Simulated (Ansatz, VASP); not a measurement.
**Al2Cu in VASP and in Ansatz**

```
CELL_PARAMETERS angstrom
4.10518 0.00000 0.00000
0.00000 4.10518 0.00000
0.00000 0.00000 2.89131
ATOMIC_POSITIONS crystal
Al 0.50000 0.00000 0.50000
Al 0.00000 0.50000 0.50000
Cu 0.00000 0.00000 0.00000
```

Alike in both runs: task single point; functional r2SCAN; k mesh 10 × 10 × 14; no spin polarisation.

```csv
,VASP,Ansatz
version,VASP 6.6.1,Ansatz 0.2.0
potentials or method,"VASP PAW PBE potentials, release 64 (Al, Cu), cutoff 520 eV","scalar-relativistic, plane waves, PAW"
occupations,"methfessel-paxton of order 1, width 0.1 eV","cold, width 0.1 eV"
valence electrons in the cell,17,25
```

```tsv
	VASP	Ansatz	Ansatz less VASP
gap on the k mesh at the Fermi level (eV)	none	none	-
pressure (GPa)	-2.3	-2.2	+0.16
traceless stress, the component that is largest in VASP (GPa)	-0.58	-0.64	-0.057
```

VASP's potentials were made for PBE, not for r2SCAN. A gap of «none» marks a metal or a gap that the smearing closes. VASP's potentials hold 17 valence electrons a cell and Ansatz's 25, so a difference there can come from the potentials and not from the codes.
